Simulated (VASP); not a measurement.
Input of a VASP 6.6.1 run:

INCAR

```
  PREC = Accurate
  ENCUT = 520
  EDIFF = 1E-6
  ISMEAR = -1
  SIGMA = 0.05
  LREAL = F
  LASPH = T
  NELM = 80
  ALGO = Normal
  ISIF = 2
  LWAVE = F
  LCHARG = T
  GGA = PE
  LELF = T
  LVHAR = T
  NBANDS = 80
```

The input KPOINTS:

```
Automatic mesh
0
Gamma
  3 2 3
```

Contents of POSCAR:

```
LiSc12
1.0
    6.6200000000      0.0000000000      0.0000000000
   -4.9650000000      8.5996320000      0.0000000000
    0.0000000000      0.0000000000      5.2761400000
Sc Li
12 1
Direct
   -0.0691194798     -0.1281915319     -0.1360653811
    0.1616732274      0.2009620877      0.5723691941
    0.0238220268      0.3700507184      0.0625078182
    0.1459111571      0.5111846646      0.6239220339
   -0.0182034166      0.6661215271      0.1132835747
    0.2618956887      0.9410170110      0.4559772864
    0.6626550854      0.0365713324     -0.1851732517
    0.6927642072      0.2541387818      0.4691497951
    0.4654337500      0.3408401662      0.0359543151
    0.6373247594      0.5709546641      0.5739802204
    0.4651077363      0.6631446555      0.0083394300
    0.7928061550      0.9233185792      0.3534781109
    0.3485412954      0.0002907101      0.0069368895
```

Potentials or basis: VASP PAW PBE potentials, release 64 (Sc_sv, Li_sv).

Launch:

```bash
$ cat potpaw_PBE.64/Sc_sv/POTCAR potpaw_PBE.64/Li_sv/POTCAR > POTCAR
$ mpirun -np 1 vasp_std > vasp.out
```

Task: What does it give for the band gap on the k mesh?

Result: Zero (an odd number of electrons rules out a gap without spin polarisation).

Task: Predict the largest force.

Result: 2.458 eV/Å.

Forces in eV/Å, atoms in the order of the input:
```
Sc  -0.120  1.042 -0.856
Sc  -0.155  0.970 -0.097
Sc  -0.366 -1.258  0.813
Sc  -1.004  1.118 -1.946
Sc   0.483 -1.210  0.213
Sc   0.574 -1.103  0.385
Sc   1.728 -0.217  0.684
Sc  -0.584  0.257  0.187
Sc   0.981 -0.180  0.194
Sc   0.964 -0.616 -1.013
Sc  -0.481  0.744  1.392
Sc  -1.072 -0.367 -0.452
Li  -0.948  0.819  0.494
```

Caveat: the k points lie up to 0.40 Å⁻¹ apart, too coarse for converged energies and pressures of a metal; the atoms stand as in a frame of molecular dynamics.
